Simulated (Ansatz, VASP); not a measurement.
**One calculation of SrLiH3, two programs**

```xyz
5
Lattice="4.3993 0.0000 0.0000 0.0000 4.3993 0.0000 0.0000 0.0000 4.6308" Properties=species:S:1:pos:R:3 pbc="T T T"
Li    0.0000    0.0000    0.0000
Sr    2.1996    2.1996    2.3154
H     0.0000    2.1996    2.3154
H     2.1996    0.0000    2.3154
H     2.1996    2.1996    0.0000
```

Change from the starting cell: strain -0.050 along x and y, +0.000 along z, atoms carried along.

Alike in both runs: task single point; functional PBE; k mesh 6 × 6 × 6; occupations gaussian, width 0.05 eV; no spin polarisation.

```csv
,VASP,Ansatz
version,VASP 6.6.1,Ansatz 0.2.0
potentials or method,"VASP PAW PBE potentials, release 64 (Li_sv, Sr_sv, H), cutoff 520 eV","scalar-relativistic, plane waves, PAW"
valence electrons in the cell,16,16
```

|  | VASP | Ansatz | Ansatz less VASP |
| --- | --- | --- | --- |
| gap on the k mesh at the Fermi level (eV) | 1.50 | 1.51 | +0.006 |
| least direct gap on the mesh (eV) | 2.01 | 2.01 | +0.001 |

The functional is the same, so the differences come from potentials, cutoffs and numerics.

Noted on VASP's run: the cutoff is under 1.25 times that of the potentials, so the pressure is a little rough.
